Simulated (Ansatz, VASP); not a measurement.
## BeS: VASP beside Ansatz

```
CELL_PARAMETERS angstrom
0.00000 2.42500 2.42500
2.42500 0.00000 2.42500
2.42500 2.42500 0.00000
ATOMIC_POSITIONS crystal
S 0.75000 0.75000 0.75000
Be 0.00000 0.00000 0.00000
```

Alike in both runs: task single point; functional PBE; k mesh 6 × 6 × 6; occupations fermi-dirac, width 0.03 eV; no spin polarisation.

|  | VASP | Ansatz |
| --- | --- | --- |
| version | VASP 6.6.1 | Ansatz 0.2.0 |
| potentials or method | VASP PAW PBE potentials, release 64 (S, Be), cutoff 520 eV | all-electron LAPW, scalar-relativistic |

VASP gave:

* gap on the k mesh at the Fermi level (eV): 3.11
* least direct gap on the mesh (eV): 5.67
* pressure (GPa): 1.6

Question: Estimate Ansatz's values.

Answer: gap on the k mesh at the Fermi level (eV): 3.11; least direct gap on the mesh (eV): 5.65; pressure (GPa): 1.6.

Ansatz ran all-electron here, and VASP with PAW potentials.
